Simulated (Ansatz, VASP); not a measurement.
Two plane-wave programs on Ba

```
Ba
1.0
    -2.43433    2.43433    2.43433
     2.43433   -2.43433    2.43433
     2.43433    2.43433   -2.43433
Ba
1
Direct
  0.00000 0.00000 0.00000
```

Alike in both runs: task relaxation of cell and atoms; functional PBEsol; k mesh 12 × 12 × 12; occupations gaussian, width 0.1 eV; no spin polarisation.

|  | VASP | Ansatz |
| --- | --- | --- |
| version | VASP 6.6.1 | Ansatz 0.2.0 |
| potentials or method | VASP PAW PBE potentials, release 64 (Ba_sv), cutoff 600 eV | scalar-relativistic, plane waves, PAW |
| valence electrons in the cell | 10 | 10 |

```csv
,VASP,Ansatz,Ansatz less VASP
"gap on the k mesh at the Fermi level, each at its own relaxed structure (eV)",none,none,-
relaxed volume (Å³/atom),58.47,57.70,-0.766
relaxed cell length with the largest relative difference (Å),4.235,4.216,-0.0186
```

VASP's potentials were made for PBE, not for PBEsol. A gap of «none» marks a metal or a gap that the smearing closes.

Spin-orbit coupling is off throughout.
